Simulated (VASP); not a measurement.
A run of VASP 6.6.1:

The input INCAR:

```
SYSTEM = WC
  PREC = Accurate
  ENCUT = 520
  EDIFF = 1E-6
  ISMEAR = 0
  SIGMA = 0.15
  LREAL = .False.
  LASPH = .True.
  NELM = 80
  ALGO = Normal
  ISIF = 2
  LWAVE = .False.
  LCHARG = .False.
  GGA = PS
  NBANDS = 16
```

KPOINTS

```
regular mesh
0
Gamma
  14 14 14
  0 0 0
```

File POSCAR:

```
WC
1.0
    0.0000000000      2.1726853742      2.1726853742
    2.1726853742      0.0000000000      2.1726853742
    2.1726853742      2.1726853742      0.0000000000
W C
1 1
Direct
    0.0065241724     -0.0083131889      0.0060147496
    0.4934758276      0.5083131889      0.4939852504
```

Potentials or basis: VASP PAW PBE potentials, release 64 (W_sv, C).

Command:

```console
$ cat potpaw_PBE.64/W_sv/POTCAR potpaw_PBE.64/C/POTCAR > POTCAR
$ mpirun -np 1 vasp_std > vasp.out
```

Hardware: 1 thread of Intel(R) Xeon(R) 6975P-C (Granite Rapids) (shared host).

Question: Estimate the wall time of this run.

Answer: It took 98 s on 1 thread of Intel(R) Xeon(R) 6975P-C (Granite Rapids), on a shared host, peak memory 0.52 GiB. Counts: scf iterations 12, k points 1376.
